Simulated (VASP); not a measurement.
# Na3LaO3 (I4mm) in VASP: single point with PBE

Aim: the single point of Na3LaO3 with PBE.

All numbers are computed with VASP 6.6.1; they aren't measurements. Logs are shortened: lines on timing, memory, paths and dates and some standing lists are left out, and cuts for length are marked.

### 1 The cell of the first run

The structure is tetragonal, space group I4mm (No. 107). The conventional cell has a = 4.644 Å, b = 4.644 Å, c = 11.617 Å, α = 90.00°, β = 90.00°, γ = 90.00°. Within 3.1 Å of Na (site symmetry 2mm) lie 3 O at 2.31 to 2.38 Å and 2 Na at 3.05 Å. Na (site symmetry 4mm) has 5 O at 2.34 to 2.50 Å and 4 Na at 3.05 Å within 3.1 Å. Within 3.1 Å of La (site symmetry 4mm) lie 5 O at 2.32 to 2.41 Å. Within 3.1 Å of O (site symmetry 2mm) lie 3 Na at 2.31 to 2.34 Å and 2 La at 2.41 Å. O (site symmetry 4mm) has 1 La at 2.32 Å and 5 Na at 2.38 to 2.50 Å within 3.1 Å.

### 2 Single point, PBE

POSCAR

```
Na3LaO3
1.0
   -2.3220853784      2.3220853784      5.8083392845
    2.3220853784     -2.3220853784      5.8083392845
    2.3220853784      2.3220853784     -5.8083392845
Na La O
3 1 3
Direct
    0.1447196262      0.6447196262      0.5000000000
    0.6447196262      0.1447196262      0.5000000000
    0.9739000498      0.9739000498      0.0000000000
    0.3891718900      0.3891718900      0.0000000000
    0.4460337951      0.9460337951      0.5000000000
    0.9460337951      0.4460337951      0.5000000000
    0.1894687174      0.1894687174      0.0000000000
```

INCAR.step1

```
SYSTEM = Na3LaO3
  ALGO = Normal
  EDIFF = 1E-6
  ENCUT = 520
  GGA = PE
  ISIF = 2
  ISMEAR = 0
  LASPH = .TRUE.
  LCHARG = .TRUE.
  LMAXMIX = 6
  LREAL = .FALSE.
  LWAVE = .FALSE.
  NBANDS = 34
  NELM = 80
  PREC = Accurate
  SIGMA = 0.02
```

KPOINTS.step1

```
k-points
0
G
  8 8 8
  0 0 0
```

INCAR.step2

```
SYSTEM = Na3LaO3
  ALGO = Normal
  EDIFF = 1E-6
  ENCUT = 520
  GGA = PE
  ICHARG = 11
  ISIF = 2
  ISMEAR = -5
  LASPH = .TRUE.
  LCHARG = .FALSE.
  LMAXMIX = 6
  LORBIT = 11
  LREAL = .FALSE.
  LWAVE = .FALSE.
  NBANDS = 34
  NEDOS = 1001
  NELM = 80
  PREC = Accurate
  SIGMA = 0.02
```

KPOINTS.step2

```
k-points
0
G
  12 12 12
  0 0 0
```

Potentials or basis: VASP PAW PBE potentials, release 64 (Na_pv, La, O).

Command:

```bash
cat potpaw_PBE.64/Na_pv/POTCAR potpaw_PBE.64/La/POTCAR potpaw_PBE.64/O/POTCAR > POTCAR
cp INCAR.step1 INCAR
cp KPOINTS.step1 KPOINTS
mpirun -np 1 vasp_std > vasp.out
cp INCAR.step2 INCAR
cp KPOINTS.step2 KPOINTS
mpirun -np 1 vasp_std > vasp.out
```

OUTCAR:

```text
SYSTEM = Na3LaO3
   EDIFF = 1E-6
   ENCUT = 520
   GGA = PE
   ICHARG = 11
   ISIF = 2
   ISMEAR = -5
   LASPH = .TRUE.
   LORBIT = 11
   LREAL = .FALSE.
   NELM = 80
   PREC = Accurate

 ion  position               nearest neighbor table
   1  0.145  0.645  0.500-   6 2.31   7 2.38   7 2.38
   2  0.645  0.145  0.500-   5 2.31   7 2.38   7 2.38
   3  0.974  0.974  0.000-   5 2.34   6 2.34   6 2.34   5 2.34
   4  0.389  0.389  0.000-   7 2.32   5 2.41   6 2.41   5 2.41   6 2.41
   5  0.446  0.946  0.500-   2 2.31   3 2.34   3 2.34   4 2.41   4 2.41
   6  0.946  0.446  0.500-   1 2.31   3 2.34   3 2.34   4 2.41   4 2.41
   7  0.189  0.189  0.000-   4 2.32   2 2.38   1 2.38   1 2.38   2 2.38

  LATTYP: Found a body centered tetragonal cell.
 ALAT       =     4.6441707568
 C/A-ratio  =     2.5013461342

  Lattice vectors:

 A1 = (  -2.3220853784,   2.3220853784,   5.8083392845)
 A2 = (   2.3220853784,  -2.3220853784,   5.8083392845)
 A3 = (   2.3220853784,   2.3220853784,  -5.8083392845)

Analysis of symmetry for initial positions (statically):
=====================================================================
 Subroutine PRICEL returns:
 Original cell was already a primitive cell.

 Routine SETGRP: Setting up the symmetry group for a
 body centered tetragonal supercell.

 Subroutine GETGRP returns: Found  8 space group operations
 (whereof  8 operations were pure point group operations)
 out of a pool of 16 trial point group operations.

The static configuration has the point symmetry C_4v.

Analysis of symmetry for dynamics (positions and initial velocities):
=====================================================================
 Subroutine PRICEL returns:
 Original cell was already a primitive cell.

 Routine SETGRP: Setting up the symmetry group for a
 body centered tetragonal supercell.

 Subroutine GETGRP returns: Found  8 space group operations
 (whereof  8 operations were pure point group operations)
 out of a pool of 16 trial point group operations.

The dynamic configuration has the point symmetry C_4v.

 Subroutine INISYM returns: Found  8 space group operations
 (whereof  8 operations are pure point group operations),
 and found     1 'primitive' translations

----------------------------------------------------------------------------------------

                                     Primitive cell

  volume of cell :     125.2761

  direct lattice vectors                    reciprocal lattice vectors
    -2.322085378  2.322085378  5.808339284     0.000000000  0.215323693  0.086083126
     2.322085378 -2.322085378  5.808339284     0.215323693  0.000000000  0.086083126
     2.322085378  2.322085378 -5.808339284     0.215323693  0.215323693  0.000000000

  length of vectors
     6.672403334  6.672403334  6.672403334     0.231893505  0.231893505  0.304513687

  position of ions in fractional coordinates (direct lattice)
     0.144719626  0.644719626  0.500000000
     0.644719626  0.144719626  0.500000000
     0.973900050  0.973900050  0.000000000
     0.389171890  0.389171890  0.000000000
     0.446033795  0.946033795  0.500000000
     0.946033795  0.446033795  0.500000000
     0.189468717  0.189468717  0.000000000

  ion indices of the primitive-cell ions
   primitive index   ion index
                 1           1
                 2           2
                 3           3
                 4           4
                 5           5
                 6           6
                 7           7

----------------------------------------------------------------------------------------

 KPOINTS: k-points

Automatic generation of k-mesh.
 Grid dimensions read from file:
 generate k-points for:   12   12   12

 Generating k-lattice:

  Cartesian coordinates                     Fractional coordinates (reciprocal lattice)
     0.000000000  0.017943641  0.007173594     0.083333333  0.000000000  0.000000000
     0.017943641  0.000000000  0.007173594     0.000000000  0.083333333  0.000000000
     0.017943641  0.017943641  0.000000000     0.000000000  0.000000000  0.083333333

  Length of vectors
     0.019324459  0.019324459  0.025376141

  Shift w.r.t. Gamma in fractional coordinates (k-lattice)
     0.000000000  0.000000000  0.000000000

 TETIRR: Found   2206 inequivalent tetrahedra from    10368

 Subroutine IBZKPT returns following result:
 ===========================================

 Found    163 irreducible k-points:

 Following reciprocal coordinates:
            Coordinates               Weight
  0.000000  0.000000  0.000000      1.000000
  0.083333  0.000000  0.000000      8.000000
  0.166667 -0.000000  0.000000      8.000000
  0.250000  0.000000  0.000000      8.000000
  0.333333  0.000000  0.000000      8.000000
  0.416667 -0.000000  0.000000      8.000000
[... 16 lines left out ...]
  0.500000  0.166667  0.000000     16.000000
 -0.416667  0.166667 -0.000000     16.000000
 [... further k-points ...]
   k-points           NKPTS =    163   k-points in BZ     NKDIM =    163   number of bands    NBANDS=     34
   number of dos      NEDOS =   1001   number of ions     NIONS =      7
   total plane-waves  NPLWV = 125000
   dimension x,y,z NGX =    50 NGY =   50 NGZ =   50
   dimension x,y,z NGXF=   100 NGYF=  100 NGZF=  100
   ions per type =               3   1   3
   NGX,Y,Z   is equivalent  to a cutoff of  12.46, 12.46, 12.46 a.u.
   NGXF,Y,Z  is equivalent  to a cutoff of  24.92, 24.92, 24.92 a.u.
 SYSTEM =  Na3LaO3
   PREC   = accura    normal or accurate (medium, high low for compatibility)
   ISTART =      0    job   : 0-new  1-cont  2-samecut
   ICHARG =     11    charge: 1-file 2-atom 10-const
   ISPIN  =      1    spin polarized calculation?
   LNONCOLLINEAR =      F non collinear calculations
   LSORBIT =      F    spin-orbit coupling
   LASPH  =      T    aspherical Exc in radial PAW
   ENCUT  =  520.0 eV  38.22 Ry    6.18 a.u.  12.41 12.41 12.41*2*pi/ulx,y,z
   NELM   =     80;   NELMIN=  2; NELMDL=  0     # of ELM steps
   EDIFF  = 0.1E-05   stopping-criterion for ELM
   LREAL  =      F    real-space projection
   EDIFFG = 0.1E-04   stopping-criterion for IOM
   NSW    =      0    number of steps for IOM
   IBRION =     -1    ionic relax: 0-MD 1-quasi-New 2-CG
   NFREE  =      0    steps in history (QN), initial steepest desc. (CG)
   ISIF   =      2    stress and relaxation
   ISYM   =      2    0-nonsym 1-usesym 2-fastsym
   POTIM  = 0.5000    time-step for ionic-motion
   TEBEG  =    0.0;   TEEND  =   0.0 temperature during run
   PSTRESS=    0.0 pullay stress
   NELECT =      50.0000    total number of electrons
   NUPDOWN=      -1.0000    fix difference up-down
   EMIN   =  10.00;   EMAX   =-10.00  energy-range for DOS
   EFERMI =   0.00;   METHOD = LEGACY
   ISMEAR =    -5;   SIGMA  =   0.02  broadening in eV -4-tet -1-fermi 0-gaus
   EFERMI_NEDOS =   21; number of points for ismear=-14 and -15
   IALGO  =     38    algorithm
   IMIX   =      4    mixing-type and parameters
     AMIX     =   0.40;   BMIX     =  1.00
     AMIX_MAG =   1.60;   BMIX_MAG =  1.00
  volume/ion in A,a.u.               =      17.90       120.77
  Fermi-wavevector in a.u.,A,eV,Ry     =   1.205338  2.277758 19.767072  1.452839
  Thomas-Fermi vector in A             =   2.341037
   LORBIT       =     11    0 simple, 1 ext, 2 COOP (PROOUT), +10 PAW based schemes
   GGA     = PE    functional components
   LHFCALC =     F    Hartree Fock is set to
   AEXX    =    0.0000 exact exchange contribution
   IVDW    =     0    specifies the selected vdW correction
   LEPSILON=     F    determine dielectric tensor
   LRPA    =     F    only Hartree local field effects (RPA)
 non-spin polarized calculation
 Fermi weights with tetrahedron method with Bloechl corrections
  energy-cutoff  :      520.00
  volume of cell :      125.28
 maximum number of plane-waves:      3437
 NGX is ok and might be reduce to    50

 number of electron      49.9999999 magnetization

 Free energy of the ion-electron system (eV)
  ---------------------------------------------------
  ext. energy  EPLUGINS =         0.00000000
  ---------------------------------------------------
  free energy    TOTEN  =       -37.71852699 eV

  energy without entropy =      -37.71852699  energy(sigma->0) =      -37.71852699

 E-fermi :   2.0363     XC(G=0):  -8.5271

 val. band max:        2.0227303877   @ k =   0.5000   0.5000   0.0000
 cond. band min:       3.0418676300   @ k =   0.0000   0.0000   0.0000
 fundamental gap:      1.0191372423
 Fermi energy:         2.0362818679

 k-point     1 :       0.0000    0.0000    0.0000
  band No.  band energies     occupation
      1     -27.6851      2.00000
      2     -20.9774      2.00000
      3     -20.9774      2.00000
      4     -20.8163      2.00000
      5     -20.7974      2.00000
      6     -20.7446      2.00000
[... 26 lines left out ...]
     33       7.6402      0.00000
     34       7.6459      0.00000

 k-point     2 :       0.0833    0.0000    0.0000
  band No.  band energies     occupation
      1     -27.6840      2.00000
      2     -20.9773      2.00000
      3     -20.9771      2.00000
      4     -20.8160      2.00000
      5     -20.7977      2.00000
      6     -20.7460      2.00000
[... 26 lines left out ...]
     33       7.6330      0.00000
     34       7.6977      0.00000
[... 775 lines left out ...]
     33       7.4255      0.00000
     34       7.6618      0.00000

 k-point    24 :      -0.4167    0.1667   -0.0000
  band No.  band energies     occupation
      1     -27.6655      2.00000
      2     -20.9925      2.00000
      3     -20.9561      2.00000
      4     -20.8091      2.00000
      5     -20.8050      2.00000
      6     -20.7866      2.00000
[... 26 lines left out ...]
     33       7.4645      0.00000
     34       7.6619      0.00000

 [... further k-points ...]

------------------------ aborting loop because EDIFF is reached ----------------------------------------

  FORCE on cell =-STRESS in cart. coord.  units (eV):
  Direction    XX          YY          ZZ          XY          YZ          ZX
  --------------------------------------------------------------------------------------
  -------------------------------------------------------------------------------------
  Total       -0.0404395     -0.0404395     -0.0072213      0.0000000      0.0000000      0.0000000
  in kB       -0.5171876     -0.5171876     -0.0923546      0.0000000      0.0000000      0.0000000
  external PRESSURE =      -0.3755766 kB  Pullay stress =       0.0000000 kB

 VOLUME and BASIS-vectors are now :
 -----------------------------------------------------------------------------
  energy-cutoff  :      520.00
  volume of cell :      125.28
      direct lattice vectors                 reciprocal lattice vectors
    -2.322085378  2.322085378  5.808339284     0.000000000  0.215323693  0.086083126
     2.322085378 -2.322085378  5.808339284     0.215323693  0.000000000  0.086083126
     2.322085378  2.322085378 -5.808339284     0.215323693  0.215323693  0.000000000

 POSITION                                       TOTAL-FORCE (eV/Angst)
 -----------------------------------------------------------------------------------
      2.32209      0.00000      1.68116        -0.000000     -0.000000      0.008627
      0.00000      2.32209      1.68116         0.000000      0.000000      0.008627
      0.00000      0.00000     11.31348         0.000000      0.000000     -0.001649
      0.00000      0.00000      4.52088        -0.000000     -0.000000     -0.008761
      2.32209      0.00000      5.18143        -0.000000     -0.000000     -0.016812
      0.00000      2.32209      5.18143         0.000000      0.000000     -0.016812
      0.00000      0.00000      2.20100        -0.000000     -0.000000      0.026780
 -----------------------------------------------------------------------------------
    total drift:                               -0.000002     -0.000002     -0.001125

  FREE ENERGIE OF THE ION-ELECTRON SYSTEM (eV)
  ---------------------------------------------------
  free  energy   TOTEN  =       -37.7185269920 eV

  energy  without entropy=      -37.7185269920  energy(sigma->0) =      -37.71852699

 total charge

# of ion       s       p       d       f       tot
--------------------------------------------------
    1        0.070   5.992   0.000   0.000   6.061
    2        0.070   5.992   0.000   0.000   6.061
    3        0.071   6.009   0.000   0.000   6.081
    4        2.024   5.678   0.713   0.247   8.662
    5        1.560   3.411   0.000   0.000   4.970
    6        1.560   3.411   0.000   0.000   4.970
    7        1.555   3.397   0.000   0.000   4.952
--------------------------------------------------
tot          6.909  33.889   0.713   0.247  41.758
```

Wall time 11 min (1 thread of Intel Xeon 6975P-C (Granite Rapids), shared host); peak memory 0.81 GiB.

Results:

- Valence electrons inside the program's atomic spheres: Na 6.06, 6.08 (each value once); La 8.66; O 4.97, 4.95 (each value once)

Levels at points of the mesh, in eV from the valence-band top:
```tsv
k point	band 22	band 23	band 24	band 25	band 26	band 27	band 28	band 29
(0.00, 0.00, 0.00)	-0.62	-0.62	-0.13	-0.13	1.02	5.09	5.09	5.20
(0.50, 0.00, 0.00)	-0.99	-0.78	-0.72	-0.24	2.93	4.14	5.01	5.05
(0.50, 0.50, 0.00)	-1.04	-0.99	-0.72	0.00	2.72	4.57	5.29	5.30
(0.50, 0.50, 0.50)	-0.78	-0.74	-0.17	-0.17	2.39	3.79	5.16	5.16
```

Caveat: spin-orbit coupling is left out, which moves the levels of the heavy elements.
